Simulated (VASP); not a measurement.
# As (P6/mmm) in VASP: notebook

As is run at these levels: PBE; tasks: density of states.

All numbers are computed with VASP 6.6.1; they aren't measurements. Logs are shortened: lines on timing, memory, paths and dates and some standing lists are left out, and cuts for length are marked.

## (1) The cell of the first run

Symmetry: P6/mmm, No. 191, hexagonal system. Conventional cell: a = 3.660 Å, b = 3.660 Å, c = 2.144 Å, α = 90.00°, β = 90.00°, γ = 120.00°. Within 2.8 Å of As (site symmetry 6/mmm) lie 14 As at 2.14 to 2.37 Å. As (site symmetry -6m2) has 11 As at 2.11 to 2.37 Å within 2.8 Å.

## (2) Density of states, PBE (volume scaled by 0.43)

POSCAR

```
As
1.0
    3.6603706098      0.0000000000      0.0000000000
   -1.8301853049      3.1699739354      0.0000000000
    0.0000000000      0.0000000000      2.1440152472
As
3
Direct
    0.0000000000      0.0000000000      0.0000000000
    0.3333333333      0.6666666667      0.5000000000
    0.6666666667      0.3333333333      0.5000000000
```

INCAR.step1

```
SYSTEM = As
  PREC = Accurate
  ENCUT = 520
  EDIFF = 1E-7
  ISMEAR = -1
  SIGMA = 0.1
  LREAL = .FALSE.
  LASPH = .TRUE.
  NELM = 100
  ALGO = Normal
  ISIF = 2
  LWAVE = .FALSE.
  LCHARG = .TRUE.
  GGA = PE
  NBANDS = 14
```

KPOINTS.step1

```
regular mesh
0
G
  8 8 10
  0 0 0
```

INCAR.step2

```
SYSTEM = As
  PREC = Accurate
  ENCUT = 520
  EDIFF = 1E-7
  ISMEAR = -5
  SIGMA = 0.1
  LREAL = .FALSE.
  LASPH = .TRUE.
  NELM = 100
  ALGO = Normal
  ISIF = 2
  LWAVE = .FALSE.
  LCHARG = .FALSE.
  GGA = PE
  LORBIT = 11
  NBANDS = 14
  NEDOS = 1001
  ICHARG = 11
```

KPOINTS.step2

```
regular mesh
0
G
  12 12 15
  0 0 0
```

Potentials or basis: VASP PAW PBE potentials, release 64 (As).

Started as:

```console
> cat potpaw_PBE.64/As/POTCAR > POTCAR
> cp INCAR.step1 INCAR
> cp KPOINTS.step1 KPOINTS
> mpirun -np 1 vasp_std > vasp.out
> cp INCAR.step2 INCAR
> cp KPOINTS.step2 KPOINTS
> mpirun -np 1 vasp_std > vasp.out
```

OUTCAR:

```text
SYSTEM = As
   PREC = Accurate
   ENCUT = 520
   EDIFF = 1E-7
   ISMEAR = -5
   LREAL = .FALSE.
   LASPH = .TRUE.
   NELM = 100
   ISIF = 2
   GGA = PE
   LORBIT = 11
   ICHARG = 11

 ion  position               nearest neighbor table
   1  0.000  0.000  0.000-   2 2.37   3 2.37   2 2.37   3 2.37   3 2.37   3 2.37   2 2.37   2 2.37
                             3 2.37   3 2.37   2 2.37   2 2.37
   2  0.333  0.667  0.500-   3 2.11   3 2.11   3 2.11   1 2.37   1 2.37   1 2.37   1 2.37   1 2.37
                             1 2.37
   3  0.667  0.333  0.500-   2 2.11   2 2.11   2 2.11   1 2.37   1 2.37   1 2.37   1 2.37   1 2.37
                             1 2.37

  LATTYP: Found a hexagonal cell.
 ALAT       =     3.6603706098
 C/A-ratio  =     0.5857372042

  Lattice vectors:

 A1 = (   3.6603706098,   0.0000000000,   0.0000000000)
 A2 = (  -1.8301853049,   3.1699739354,   0.0000000000)
 A3 = (   0.0000000000,   0.0000000000,   2.1440152472)

Analysis of symmetry for initial positions (statically):
=====================================================================
 Subroutine PRICEL returns:
 Original cell was already a primitive cell.

 Routine SETGRP: Setting up the symmetry group for a
 hexagonal supercell.

 Subroutine GETGRP returns: Found 24 space group operations
 (whereof 24 operations were pure point group operations)
 out of a pool of 24 trial point group operations.

The static configuration has the point symmetry D_6h.

Analysis of symmetry for dynamics (positions and initial velocities):
=====================================================================
 Subroutine PRICEL returns:
 Original cell was already a primitive cell.

 Routine SETGRP: Setting up the symmetry group for a
 hexagonal supercell.

 Subroutine GETGRP returns: Found 24 space group operations
 (whereof 24 operations were pure point group operations)
 out of a pool of 24 trial point group operations.

The dynamic configuration has the point symmetry D_6h.

 Subroutine INISYM returns: Found 24 space group operations
 (whereof 24 operations are pure point group operations),
 and found     1 'primitive' translations

----------------------------------------------------------------------------------------

                                     Primitive cell

  volume of cell :      24.8776

  direct lattice vectors                    reciprocal lattice vectors
     3.660370610  0.000000000  0.000000000     0.273196380  0.157730004  0.000000000
    -1.830185305  3.169973935  0.000000000     0.000000000  0.315460007  0.000000000
     0.000000000  0.000000000  2.144015247     0.000000000  0.000000000  0.466414594

  length of vectors
     3.660370610  3.660370610  2.144015247     0.315460007  0.315460007  0.466414594

  position of ions in fractional coordinates (direct lattice)
     0.000000000  0.000000000  0.000000000
[... 104 lines left out ...]
  Fermi-wavevector in a.u.,A,eV,Ry     =   1.383043  2.613572 26.025335  1.912808
  Thomas-Fermi vector in A             =   2.507678
   LORBIT       =     11    0 simple, 1 ext, 2 COOP (PROOUT), +10 PAW based schemes
   GGA     = PE    functional components
   LHFCALC =     F    Hartree Fock is set to
   AEXX    =    0.0000 exact exchange contribution
   IVDW    =     0    specifies the selected vdW correction
   LEPSILON=     F    determine dielectric tensor
   LRPA    =     F    only Hartree local field effects (RPA)
 non-spin polarized calculation
 Fermi weights with tetrahedron method with Bloechl corrections
  energy-cutoff  :      520.00
  volume of cell :       24.88
 maximum number of plane-waves:       684
 NGX is ok and might be reduce to    28

 number of electron      15.0000002 magnetization

 Free energy of the ion-electron system (eV)
  ---------------------------------------------------
  ext. energy  EPLUGINS =         0.00000000
  ---------------------------------------------------
  free energy    TOTEN  =         8.04006040 eV

  energy without entropy =        8.04006040  energy(sigma->0) =        8.04006040

 E-fermi :  20.5946     XC(G=0): -14.7756

 val. band max:       21.1993153876   @ k =   0.5000   0.0000   0.2667
 cond. band min:      19.8142077995   @ k =   0.4167   0.1667   0.2667
 fundamental gap:     -1.3851075881
 Fermi energy:        20.5945732840

 k-point     1 :       0.0000    0.0000    0.0000
  band No.  band energies     occupation
      1      -6.3031      2.00000
      2       9.0574      2.00000
      3       9.0574      2.00000
      4       9.2743      2.00000
      5       9.2743      2.00000
      6       9.6105      2.00000
      7       9.6264      2.00000
      8      24.8709      0.00000
      9      29.5687      0.00000
     10      36.2264      0.00000
     11      36.2264      0.00000
     12      38.2755      0.00000
     13      38.2844      0.00000
     14      38.6475      0.00000
[... 377 lines left out ...]
      1      -4.4323      2.00000
      2       0.7830      2.00000
      3       5.5852      2.00000
      4       6.4659      2.00000
      5      16.1081      2.00000
      6      16.3571      2.00000
      7      20.9369      0.70704
      8      24.1511     -0.03829
      9      25.9404      0.00000
     10      26.1068      0.00000
     11      29.4285      0.00000
     12      33.0637      0.00000
     13      33.8118      0.00000
     14      34.3242      0.00000

 [... further k-points ...]
[... 5 lines left out ...]
  --------------------------------------------------------------------------------------
  -------------------------------------------------------------------------------------
  Total       67.5615227     67.5615227     67.8770059      0.0000000     -0.0000000      0.0000000
  in kB     4351.1233077   4351.1233079   4371.4411760      0.0000000     -0.0000000      0.0000000
  external PRESSURE =    4357.8959305 kB  Pullay stress =       0.0000000 kB

 VOLUME and BASIS-vectors are now :
 -----------------------------------------------------------------------------
  energy-cutoff  :      520.00
  volume of cell :       24.88
      direct lattice vectors                 reciprocal lattice vectors
     3.660370610  0.000000000  0.000000000     0.273196380  0.157730004  0.000000000
    -1.830185305  3.169973935  0.000000000     0.000000000  0.315460007  0.000000000
     0.000000000  0.000000000  2.144015247     0.000000000  0.000000000  0.466414594

 POSITION                                       TOTAL-FORCE (eV/Angst)
 -----------------------------------------------------------------------------------
      0.00000      0.00000      0.00000        -0.000000      0.000000     -0.000000
     -0.00000      2.11332      1.07201         0.000000      0.000000     -0.000000
      1.83019      1.05666      1.07201        -0.000000      0.000000      0.000000
 -----------------------------------------------------------------------------------
    total drift:                               -0.000000      0.000000     -0.000000

  FREE ENERGIE OF THE ION-ELECTRON SYSTEM (eV)
  ---------------------------------------------------
  free  energy   TOTEN  =         8.0400604028 eV

  energy  without entropy=        8.0400604028  energy(sigma->0) =        8.04006040

 total charge

# of ion       s       p       d       tot
------------------------------------------
    1        1.357   1.921   0.415   3.693
    2        1.319   1.986   0.490   3.794
    3        1.319   1.986   0.490   3.794
--------------------------------------------------
tot          3.994   5.892   1.395  11.281
```

OUTCAR.step1:

```text
SYSTEM = As
   PREC = Accurate
   ENCUT = 520
   EDIFF = 1E-7
   ISMEAR = -1
   LREAL = .FALSE.
   LASPH = .TRUE.
[... 636 lines left out ...]
      0.00000      0.00000      0.00000        -0.000000      0.000000      0.000000
     -0.00000      2.11332      1.07201         0.000000      0.000000      0.000000
      1.83019      1.05666      1.07201        -0.000000      0.000000      0.000000
 -----------------------------------------------------------------------------------
    total drift:                               -0.000000      0.000000     -0.000000

  FREE ENERGIE OF THE ION-ELECTRON SYSTEM (eV)
  ---------------------------------------------------
  free  energy   TOTEN  =         8.0459958307 eV

  energy  without entropy=        8.0719286994  energy(sigma->0) =        8.05896227
```

Wall time 36 s (1 thread of Intel Xeon Platinum 8259CL at 2.50GHz (Skylake/Cascade Lake), shared host); peak memory 0.16 GiB.

What came out:

```
Valence electrons inside the program's atomic spheres : As 3.69, 3.79
```

Levels at points of the mesh, in eV from the Fermi level:
| k point | band 4 | band 5 | band 6 | band 7 | band 8 | band 9 | band 10 | band 11 | band 12 | band 13 |
| --- | --- | --- | --- | --- | --- | --- | --- | --- | --- | --- |
| (0.00, 0.00, 0.00) | -11.32 | -11.32 | -10.98 | -10.97 | 4.28 | 8.97 | 15.63 | 15.63 | 17.68 | 17.69 |
| (0.50, 0.00, 0.00) | -14.64 | -0.22 | -0.02 | 0.15 | 0.25 | 4.99 | 8.42 | 8.47 | 9.07 | 11.82 |

Caveat: tetrahedron occupations give inexact forces and stress in metals.

[end of part 1 of 2]
